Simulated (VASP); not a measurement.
SnO2 (Cassiterite):

```
Sn O
1.0
     4.73800    0.00000    0.00000
     0.00000    4.73800    0.00000
     0.00000    0.00000    3.18650
Sn O
2 4
Direct
  0.50000 0.50000 0.50000
  0.00000 0.00000 0.00000
  0.80710 0.19290 0.50000
  0.69290 0.69290 0.00000
  0.19290 0.80710 0.50000
  0.30710 0.30710 0.00000
```

| Quantity | Value |
| --- | --- |
| Program | VASP 6.6.1 |
| Task | relaxation of cell and atoms |
| Functional | PBEsol |
| Dispersion | D4 |
| Potentials or basis | VASP PAW PBE potentials, release 64 (Sn_d, O) |
| Cutoff | 600 eV |
| k mesh | 6 × 6 × 8 |
| Occupations | fermi-dirac, width 0.05 eV |
| Spin | no spin polarisation |

At the start: pressure 3.2 GPa; volume 11.92 Å³/atom.

Problem. Where does the relaxation end?

Solution. Over 5 steps the energy falls by 2.3 meV/atom and the volume is 12.08 Å³/atom (+1.3 %); space group P4_2/mnm (No. 136, to 0.05 Å).

Step by step:
| step | energy change (eV) | largest force (eV/Å) | pressure (GPa) | volume (Å³) |
| --- | --- | --- | --- | --- |
| 1 | 0.0000 | 0.2246 | 3.22 | 71.53 |
| 2 | 0.0103 | 0.1618 | -4.35 | 74.04 |
| 3 | -0.0135 | 0.0471 | -0.19 | 72.59 |
| 4 | -0.0135 | 0.0506 | -0.08 | 72.57 |
| 5 | -0.0138 | 0.0060 | 0.05 | 72.48 |

Final structure:
```
Sn O
1.0
     4.75233    0.00000    0.00000
     0.00000    4.75233    0.00000
     0.00000    0.00000    3.20913
Sn O
2 4
Cartesian
  2.3762 2.3762 1.6046
  4.7523 0.0000 0.0000
  3.8309 0.9214 1.6046
  3.2976 3.2976 3.2091
  0.9214 3.8309 1.6046
  1.4548 1.4548 0.0000
```

Caveat: the PAW data sets were made with another functional, which shifts forces and pressure a little.
